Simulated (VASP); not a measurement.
# Cu (C2/c) in VASP: single point with PBE

Aim: the single point of Cu with PBE.

Everything below comes from runs of VASP 6.6.1. Logs are shortened: lines on timing, memory, paths and dates and some standing lists are left out, and cuts for length are marked.

## (1) The cell of the first run

Symmetry: C2/c, No. 15, monoclinic system. The conventional cell has a = 2.470 Å, b = 8.514 Å, c = 2.544 Å, α = 90.00°, β = 114.84°, γ = 90.00°. Cu (site symmetry 2) has 14 Cu at 2.47 to 3.12 Å within 3.3 Å.

## (2) Single point, PBE

File INCAR:

```
SYSTEM = Cu
PREC = Accurate
ENCUT = 520
EDIFF = 1E-6
ISMEAR = 0
SIGMA = 0.1
LREAL = .False.
LASPH = .True.
NELM = 60
ALGO = Normal
ISIF = 2
LWAVE = .False.
LCHARG = .True.
GGA = PE
LELF = .True.
LVHAR = .True.
NBANDS = 18
```

File KPOINTS:

```
Automatic mesh
0
Gamma
  8 8 6
  0 0 0
```

File POSCAR:

```
Cu
1.0
    1.1996021798     -4.2569561785     -0.2945921210
    1.1996021798      4.2569561785     -0.2945921210
   -0.8111817914      0.0000000000      2.5761201746
Cu
2
Direct
    0.8764519609      0.1235480391      0.2500000000
    0.1235480391      0.8764519609      0.7500000000
```

Potentials or basis: VASP PAW PBE potentials, release 64 (Cu).

Started as:

```sh
$ cat potpaw_PBE.64/Cu/POTCAR > POTCAR
$ mpirun -np 1 vasp_std > vasp.out
```

OUTCAR:

```text
SYSTEM = Cu
   PREC = Accurate
   ENCUT = 520
   EDIFF = 1E-6
   ISMEAR = 0
   LREAL = .False.
   LASPH = .True.
   NELM = 60
   ISIF = 2
   GGA = PE

 ion  position               nearest neighbor table
   1  0.876  0.124  0.250-   2 2.50   2 2.50   2 2.50   2 2.50
   2  0.124  0.876  0.750-   1 2.50   1 2.50   1 2.50   1 2.50

  Warning from LATTYP: Got some problem with cell dimensions!
  Tried to take original basis but could not verify dimensions!
  LATTYP: Found a base centered monoclinic cell.
 ALAT       =     2.4704897551
 B/A-ratio  =     3.4462447534
 C/A-ratio  =     1.0295798247
 COS(beta)  =    -0.4200159664

  Lattice vectors:

 A1 = (  -1.1996021798,   4.2569561785,   0.2945921210)
 A2 = (  -1.1996021798,  -4.2569561785,   0.2945921210)
 A3 = (   1.5880225682,   0.0000000000,   1.9869359326)

Analysis of symmetry for initial positions (statically):
=====================================================================
 Subroutine PRICEL returns:
 Original cell was already a primitive cell.

 Routine SETGRP: Setting up the symmetry group for a
 base centered monoclinic supercell.

 Subroutine GETGRP returns: Found  4 space group operations
 (whereof  2 operations were pure point group operations)
 out of a pool of  4 trial point group operations.

The static configuration has the point symmetry S_2 .
 The point group associated with its full space group is C_2h.

Analysis of symmetry for dynamics (positions and initial velocities):
=====================================================================
 Subroutine PRICEL returns:
 Original cell was already a primitive cell.

 Routine SETGRP: Setting up the symmetry group for a
 base centered monoclinic supercell.

 Subroutine GETGRP returns: Found  4 space group operations
 (whereof  2 operations were pure point group operations)
 out of a pool of  4 trial point group operations.

The dynamic configuration has the point symmetry S_2 .
 The point group associated with its full space group is C_2h.

 Subroutine INISYM returns: Found  4 space group operations
 (whereof  2 operations are pure point group operations),
 and found     1 'primitive' translations

----------------------------------------------------------------------------------------

                                     Primitive cell

  volume of cell :      24.2762

  direct lattice vectors                    reciprocal lattice vectors
     1.199602180 -4.256956179 -0.294592121     0.451736672 -0.117454815  0.142245135
     1.199602180  4.256956179 -0.294592121     0.451736672  0.117454815  0.142245135
    -0.811181791  0.000000000  2.576120175     0.103316659  0.000000000  0.420713522

  length of vectors
     4.432550712  4.432550712  2.700816738     0.487950133  0.487950133  0.433213804

  position of ions in fractional coordinates (direct lattice)
     0.876451961  0.123548039  0.250000000
     0.123548039  0.876451961  0.750000000

  ion indices of the primitive-cell ions
   primitive index   ion index
                 1           1
                 2           2

----------------------------------------------------------------------------------------

 KPOINTS: Automatic mesh

Automatic generation of k-mesh.
 Grid dimensions read from file:
 generate k-points for:    8    8    6

 Generating k-lattice:

  Cartesian coordinates                     Fractional coordinates (reciprocal lattice)
     0.056467084 -0.014681852  0.017780642     0.125000000  0.000000000  0.000000000
     0.056467084  0.014681852  0.017780642     0.000000000  0.125000000  0.000000000
     0.017219443  0.000000000  0.070118920     0.000000000  0.000000000  0.166666667

  Length of vectors
     0.060993767  0.060993767  0.072202301

  Shift w.r.t. Gamma in fractional coordinates (k-lattice)
     0.000000000  0.000000000  0.000000000

 Subroutine IBZKPT returns following result:
 ===========================================

 Found    114 irreducible k-points:

 Following reciprocal coordinates:
            Coordinates               Weight
  0.000000  0.000000  0.000000      1.000000
  0.125000 -0.000000 -0.000000      4.000000
  0.250000 -0.000000 -0.000000      4.000000
  0.375000  0.000000 -0.000000      4.000000
  0.500000 -0.000000 -0.000000      2.000000
  0.125000  0.125000 -0.000000      2.000000
[... 16 lines left out ...]
  0.125000 -0.000000  0.166667      4.000000
  0.250000 -0.000000  0.166667      4.000000
 [... further k-points ...]
   k-points           NKPTS =    114   k-points in BZ     NKDIM =    114   number of bands    NBANDS=     18
   number of dos      NEDOS =    301   number of ions     NIONS =      2
   total plane-waves  NPLWV =  25920
   dimension x,y,z NGX =    36 NGY =   36 NGZ =   20
   dimension x,y,z NGXF=    72 NGYF=   72 NGZF=   40
   ions per type =               2
   NGX,Y,Z   is equivalent  to a cutoff of  13.50, 13.50, 12.31 a.u.
   NGXF,Y,Z  is equivalent  to a cutoff of  27.00, 27.00, 24.62 a.u.
 SYSTEM =  Cu
   PREC   = accura    normal or accurate (medium, high low for compatibility)
   ISTART =      0    job   : 0-new  1-cont  2-samecut
   ICHARG =      2    charge: 1-file 2-atom 10-const
   ISPIN  =      1    spin polarized calculation?
   LNONCOLLINEAR =      F non collinear calculations
   LSORBIT =      F    spin-orbit coupling
   LASPH  =      T    aspherical Exc in radial PAW
   ENCUT  =  520.0 eV  38.22 Ry    6.18 a.u.   8.24  8.24  5.02*2*pi/ulx,y,z
   NELM   =     60;   NELMIN=  2; NELMDL= -5     # of ELM steps
   EDIFF  = 0.1E-05   stopping-criterion for ELM
   LREAL  =      F    real-space projection
   EDIFFG = 0.1E-04   stopping-criterion for IOM
   NSW    =      0    number of steps for IOM
   IBRION =     -1    ionic relax: 0-MD 1-quasi-New 2-CG
   NFREE  =      0    steps in history (QN), initial steepest desc. (CG)
   ISIF   =      2    stress and relaxation
   ISYM   =      2    0-nonsym 1-usesym 2-fastsym
   POTIM  = 0.5000    time-step for ionic-motion
   TEBEG  =    0.0;   TEEND  =   0.0 temperature during run
   PSTRESS=    0.0 pullay stress
   NELECT =      22.0000    total number of electrons
   NUPDOWN=      -1.0000    fix difference up-down
   EMIN   =  10.00;   EMAX   =-10.00  energy-range for DOS
   EFERMI =   0.00;   METHOD = LEGACY
   ISMEAR =     0;   SIGMA  =   0.10  broadening in eV -4-tet -1-fermi 0-gaus
   EFERMI_NEDOS =   21; number of points for ismear=-14 and -15
   IALGO  =     38    algorithm
   IMIX   =      4    mixing-type and parameters
     AMIX     =   0.40;   BMIX     =  1.00
     AMIX_MAG =   1.60;   BMIX_MAG =  1.00
  volume/ion in A,a.u.               =      12.14        81.91
  Fermi-wavevector in a.u.,A,eV,Ry     =   1.584245  2.993789 34.148350  2.509833
  Thomas-Fermi vector in A             =   2.683892
   LORBIT       =      0    0 simple, 1 ext, 2 COOP (PROOUT), +10 PAW based schemes
   GGA     = PE    functional components
   LHFCALC =     F    Hartree Fock is set to
   AEXX    =    0.0000 exact exchange contribution
   IVDW    =     0    specifies the selected vdW correction
   LEPSILON=     F    determine dielectric tensor
   LRPA    =     F    only Hartree local field effects (RPA)
 non-spin polarized calculation
 Gauss-broadening in eV      SIGMA  =   0.10
  energy-cutoff  :      520.00
  volume of cell :       24.28
 maximum number of plane-waves:       672
 NGX is ok and might be reduce to    36
   NGX = 17   NGY = 17   NGZ =  9

 number of electron      22.0000007 magnetization

 Free energy of the ion-electron system (eV)
  ---------------------------------------------------
  ext. energy  EPLUGINS =         0.00000000
  ---------------------------------------------------
  free energy    TOTEN  =        -7.32295397 eV

  energy without entropy =       -7.32099664  energy(sigma->0) =       -7.32197530

 E-fermi :   7.2368     XC(G=0): -12.5611

 val. band max:        7.2205886018   @ k =  -0.3750   0.2500   0.3333
 cond. band min:       7.2448819499   @ k =  -0.2500  -0.2500   0.3333
 fundamental gap:      0.0242933481
 Fermi energy:         7.2367915582

 k-point     1 :       0.0000    0.0000    0.0000
  band No.  band energies     occupation
      1      -1.8866      2.00000
      2       2.3205      2.00000
      3       3.9202      2.00000
      4       3.9585      2.00000
      5       4.4173      2.00000
      6       4.5875      2.00000
[... 10 lines left out ...]
     17      30.1590      0.00000
     18      30.3796      0.00000

 k-point     2 :       0.1250   -0.0000   -0.0000
  band No.  band energies     occupation
      1      -1.3012      2.00000
      2       2.6260      2.00000
      3       4.0129      2.00000
      4       4.1663      2.00000
      5       4.3763      2.00000
      6       4.5435      2.00000
[... 10 lines left out ...]
     17      28.3335      0.00000
     18      28.5368      0.00000

 k-point     3 :       0.2500   -0.0000   -0.0000
  band No.  band energies     occupation
      1       0.3253      2.00000
      2       3.1564      2.00000
      3       3.4958      2.00000
      4       4.1132      2.00000
      5       4.2688      2.00000
      6       4.5304      2.00000
[... 10 lines left out ...]
     17      24.7631      0.00000
     18      26.3991      0.00000

 k-point     4 :       0.3750    0.0000   -0.0000
  band No.  band energies     occupation
      1       2.1345      2.00000
      2       2.9686      2.00000
      3       3.2194      2.00000
      4       3.9735      2.00000
      5       4.4426      2.00000
      6       4.5106      2.00000
[... 375 lines left out ...]
      4       3.8159      2.00000
      5       4.3808      2.00000
      6       4.3835      2.00000
[... 10 lines left out ...]
     17      27.9966      0.00000
     18      28.3240      0.00000

 k-point    23 :       0.1250   -0.0000    0.1667
  band No.  band energies     occupation
      1       0.1278      2.00000
      2       3.2777      2.00000
      3       3.5716      2.00000
      4       3.8098      2.00000
      5       4.0402      2.00000
      6       4.2154      2.00000
[... 10 lines left out ...]
     17      24.6229      0.00000
     18      26.1100      0.00000

 k-point    24 :       0.2500   -0.0000    0.1667
  band No.  band energies     occupation
      1       1.9587      2.00000
      2       3.1865      2.00000
      3       3.3886      2.00000
      4       3.9520      2.00000
      5       3.9760      2.00000
      6       4.3243      2.00000
[... 10 lines left out ...]
     17      21.5655      0.00000
     18      25.2891      0.00000

 [... further k-points ...]

------------------------ aborting loop because EDIFF is reached ----------------------------------------

  FORCE on cell =-STRESS in cart. coord.  units (eV):
  Direction    XX          YY          ZZ          XY          YZ          ZX
  --------------------------------------------------------------------------------------
  -------------------------------------------------------------------------------------
  Total        0.0792178      0.0723965      0.0984620      0.0000000      0.0000000     -0.0173396
  in kB        5.2282121      4.7780209      6.4982913      0.0000000      0.0000000     -1.1443762
  external PRESSURE =       5.5015081 kB  Pullay stress =       0.0000000 kB

 VOLUME and BASIS-vectors are now :
 -----------------------------------------------------------------------------
  energy-cutoff  :      520.00
  volume of cell :       24.28
      direct lattice vectors                 reciprocal lattice vectors
     1.199602180 -4.256956179 -0.294592121     0.451736672 -0.117454815  0.142245135
     1.199602180  4.256956179 -0.294592121     0.451736672  0.117454815  0.142245135
    -0.811181791  0.000000000  2.576120175     0.103316659  0.000000000  0.420713522

 POSITION                                       TOTAL-FORCE (eV/Angst)
 -----------------------------------------------------------------------------------
      0.99681     -3.20508      0.34944        -0.000000     -0.002372     -0.000000
      0.59122      3.20508      1.63750         0.000000      0.002372      0.000000
 -----------------------------------------------------------------------------------
    total drift:                               -0.000000     -0.000000      0.000000

  FREE ENERGIE OF THE ION-ELECTRON SYSTEM (eV)
  ---------------------------------------------------
  free  energy   TOTEN  =        -7.3229539686 eV

  energy  without entropy=       -7.3209966399  energy(sigma->0) =       -7.32197530
```

Wall time 62 s (1 thread of Intel Xeon 8259CL, shared host); peak memory 0.19 GiB.

Results:

| Quantity | Value |
| --- | --- |
| Free energy | -7.3230 eV |
| Pressure | 0.6 GPa |
| Band gap on the k mesh | zero (bands 11 and 12 overlap by 4.56 eV) |

Forces in eV/Å, atoms in the order of the input:
```
Cu   0.000 -0.002  0.000
Cu   0.000  0.002  0.000
```

Levels at points of the mesh, in eV from the Fermi level:
```csv
k point,band 9,band 10,band 11,band 12,band 13,band 14
"(0.00, 0.00, 0.00)",-2.00,-1.97,-1.56,-1.03,3.44,18.56
"(0.50, 0.00, 0.00)",-1.49,-1.41,0.41,3.11,4.59,8.11
"(0.50, 0.50, 0.00)",-2.34,-2.31,-1.73,-1.64,11.70,11.99
"(0.00, 0.00, 0.50)",-1.60,-1.60,0.45,0.45,8.47,8.47
"(0.50, 0.00, 0.50)",-1.65,-1.57,-0.12,2.20,3.46,7.15
"(0.50, 0.50, 0.50)",-1.46,-1.46,-0.37,-0.37,4.41,4.41
```

Caveat: the k points lie up to 0.42 Å⁻¹ apart, too coarse for converged energies and pressures of a metal.
